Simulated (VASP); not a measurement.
# Ru (P6_3/mmc) in VASP: notebook, part 2 of 2

VASP 6.6.1. Earlier steps stand in the parts before.

**3. Single point, BLYP**

INCAR

```
SYSTEM = Ru
PREC = Accurate ; ENCUT = 520
EDIFF = 1E-6 ; ISMEAR = -1
SIGMA = 0.05 ; LREAL = .FALSE.
LASPH = .TRUE. ; NELM = 100
ALGO = Fast ; ISIF = 2
LWAVE = .FALSE. ; LCHARG = .TRUE.
GGA = B5 ; ALDAX = 1.0
AGGAX = 1.0 ; AGGAC = 1.0
ALDAC = 0.0 ; LELF = .TRUE.
LVHAR = .TRUE. ; NBANDS = 21
```

KPOINTS

```
Automatic mesh
0
G
  11 11 6
  0 0 0
```

POSCAR

```
Ru
1.0
    2.7414067149      0.0000000000      0.0000000000
   -1.3707033574      2.3741278572      0.0000000000
    0.0000000000      0.0000000000      4.3382472512
Ru
2
Direct
    0.6666666667      0.3333333333      0.7500000000
    0.3333333333      0.6666666667      0.2500000000
```

Potentials or basis: VASP PAW PBE potentials, release 64 (Ru_pv).

Command:

```
$ cat potpaw_PBE.64/Ru_pv/POTCAR > POTCAR
$ mpirun -np 1 vasp_std > vasp.out
```

OUTCAR:

```text
SYSTEM = Ru
   PREC = Accurate
   ENCUT = 520
   EDIFF = 1E-6
   ISMEAR = -1
   LREAL = .FALSE.
   LASPH = .TRUE.
   NELM = 100
   ISIF = 2
   GGA = B5

 ion  position               nearest neighbor table
   1  0.667  0.333  0.750-   2 2.69   2 2.69   2 2.69   2 2.69   2 2.69   2 2.69
   2  0.333  0.667  0.250-   1 2.69   1 2.69   1 2.69   1 2.69   1 2.69   1 2.69

  LATTYP: Found a hexagonal cell.
 ALAT       =     2.7414067149
 C/A-ratio  =     1.5824894670

  Lattice vectors:

 A1 = (   2.7414067149,   0.0000000000,   0.0000000000)
 A2 = (  -1.3707033574,   2.3741278572,   0.0000000000)
 A3 = (   0.0000000000,   0.0000000000,   4.3382472512)

Analysis of symmetry for initial positions (statically):
=====================================================================
 Subroutine PRICEL returns:
 Original cell was already a primitive cell.

 Routine SETGRP: Setting up the symmetry group for a
 hexagonal supercell.

 Subroutine GETGRP returns: Found 24 space group operations
 (whereof 12 operations were pure point group operations)
[... 155 lines left out ...]

 number of electron      28.0000011 magnetization

 Free energy of the ion-electron system (eV)
  ---------------------------------------------------
  ext. energy  EPLUGINS =         0.00000000
  ---------------------------------------------------
  free energy    TOTEN  =       -15.83461243 eV

  energy without entropy =      -15.81704451  energy(sigma->0) =      -15.82582847

 E-fermi :  12.6133     XC(G=0): -13.2127

 val. band max:       12.5737296386   @ k =   0.2727   0.0000   0.0000
 cond. band min:      12.6148116180   @ k =   0.2727   0.1818   0.0000
 fundamental gap:      0.0410819794
 Fermi energy:        12.6133410853

 k-point     1 :       0.0000    0.0000    0.0000
  band No.  band energies     occupation
      1     -30.6879      2.00000
      2     -29.8612      2.00000
      3     -29.8612      2.00000
      4     -29.7085      2.00000
      5     -29.7085      2.00000
      6     -29.6725      2.00000
[... 565 lines left out ...]
     20      22.8508      0.00000
     21      24.1242      0.00000

 [... further k-points ...]
[... 5 lines left out ...]
  --------------------------------------------------------------------------------------
  -------------------------------------------------------------------------------------
  Total        1.2197668      1.2197668      1.1053848      0.0000000      0.0000000      0.0000000
  in kB       69.2142503     69.2142503     62.7237765      0.0000000      0.0000000      0.0000000
  external PRESSURE =      67.0507591 kB  Pullay stress =       0.0000000 kB

 VOLUME and BASIS-vectors are now :
 -----------------------------------------------------------------------------
  energy-cutoff  :      520.00
  volume of cell :       28.24
      direct lattice vectors                 reciprocal lattice vectors
     2.741406715  0.000000000  0.000000000     0.364776228  0.210603653  0.000000000
    -1.370703357  2.374127857  0.000000000     0.000000000  0.421207306  0.000000000
     0.000000000  0.000000000  4.338247251     0.000000000  0.000000000  0.230507839

 POSITION                                       TOTAL-FORCE (eV/Angst)
 -----------------------------------------------------------------------------------
      1.37070      0.79138      3.25369        -0.000000     -0.000000      0.000000
     -0.00000      1.58275      1.08456         0.000000      0.000000      0.000000
 -----------------------------------------------------------------------------------
    total drift:                                0.000000     -0.000000      0.000000

  FREE ENERGIE OF THE ION-ELECTRON SYSTEM (eV)
  ---------------------------------------------------
  free  energy   TOTEN  =       -15.8346124322 eV

  energy  without entropy=      -15.8170445080  energy(sigma->0) =      -15.82582847
```

stdout:

```text
POSCAR found type information on POSCAR Ru
 POSCAR found :  1 types and       2 ions
 scaLAPACK will be used
 -----------------------------------------------------------------------------
|                                                                             |
|                                                                             |
|     You enforced a specific xc type in the INCAR file but a different       |
|     I HOPE YOU KNOW WHAT YOU ARE DOING!                                     |
|                                                                             |
 -----------------------------------------------------------------------------

 LDA part: xc-table for (Slater(with rela. corr.)+VWN5), standard interpolation
 POSCAR, INCAR and KPOINTS ok, starting setup
 FFT: planning ... GRIDC
 FFT: planning ... GRID_SOFT
 FFT: planning ... GRID
 WAVECAR not read
 entering main loop
```

Run time: 42 s. Hardware: 1 thread of Intel Xeon Platinum 8259CL at 2.50GHz (Skylake/Cascade Lake), shared host; peak memory 0.15 GiB.

What came out:

| Quantity | Value |
| --- | --- |
| Free energy | -15.8346 eV |
| Pressure | 6.7 GPa |
| Band gap on the k mesh | zero (band 14 reaches 14.05 eV, above the bottom of band 15 at 11.17 eV) |

Levels at points of the mesh, in eV from the Fermi level:
```tsv
k point	band 12	band 13	band 14	band 15	band 16	band 17
(0.00, 0.00, 0.00)	-1.76	-1.76	-1.27	-1.27	1.16	1.16
(0.00, 0.00, 0.50)	-2.55	-2.44	-2.44	0.54	0.54	0.54
```

Caveat: the PAW data sets were made with another functional, which shifts forces and pressure a little.

**4. Single point, PBE**

This run uses another cell than the first one, of 14.39 Å³/atom, 1.019 times its volume.

INCAR

```
  PREC = Accurate
  ENCUT = 520
  EDIFF = 1E-6
  ISMEAR = -1
  SIGMA = 0.05
  LREAL = False
  LASPH = True
  NELM = 80
  ALGO = Fast
  ISIF = 2
  LWAVE = False
  LCHARG = False
  GGA = PE
  NBANDS = 21
```

KPOINTS

```
regular mesh
0
Gamma
  11 11 6
```

POSCAR

```
Ru
1.0
    2.7588683749      0.0000000000      0.0000000000
   -1.3794341875      2.3892500984      0.0000000000
    0.0000000000      0.0000000000      4.3658801443
Ru
2
Direct
    0.6666666667      0.3333333333      0.7500000000
    0.3333333333      0.6666666667      0.2500000000
```

Command:

```
$ cat potpaw_PBE.64/Ru_pv/POTCAR > POTCAR
$ mpirun -np 1 vasp_std > vasp.out
```

Run time: 30 s. Hardware: 1 thread of Intel Xeon Platinum 8259CL at 2.50GHz (Skylake/Cascade Lake), shared host; peak memory 0.16 GiB.

It converged, with:

* Free energy: -18.4155 eV
* Pressure: -12.5 GPa
* Band gap on the k mesh: zero (band 14 reaches 13.16 eV, above the bottom of band 15 at 10.37 eV)

Stress tensor (GPa, compression positive):
```
-12.08   0.00   0.00
  0.00 -12.08   0.00
  0.00   0.00 -13.20
```

Levels at points of the mesh, in eV from the Fermi level:
```
           k point  band 12  band 13  band 14  band 15  band 16  band 17
(0.00, 0.00, 0.00)    -1.69    -1.69    -1.21    -1.21     1.14     1.14
(0.00, 0.00, 0.50)    -2.46    -2.46    -2.46     0.55     0.55     0.55
```

**5. Overview**

```tsv
level	cell	gap on the mesh (eV)	pressure (GPa)
PBE	a = 2.741, b = 2.741, c = 4.338 Å, angles 90.0, 90.0, 120.0°, 2 atoms	none	-7.5
BLYP	a = 2.741, b = 2.741, c = 4.338 Å, angles 90.0, 90.0, 120.0°, 2 atoms	none	6.7
PBE	a = 2.759, b = 2.759, c = 4.366 Å, angles 90.0, 90.0, 120.0°, 2 atoms	none	-12.5
```

Alike in all rows: task single point; potentials or basis VASP PAW PBE potentials, release 64 (Ru_pv); no spin polarisation; k mesh 11 × 11 × 6; cutoff (eV) 520; smearing fermi-dirac 0.05 eV.

Caveats: the PAW data sets were made with another functional, which shifts forces and pressure a little (some runs).

Total energies depend on the potentials used, so only differences within one code and one set of settings carry meaning.
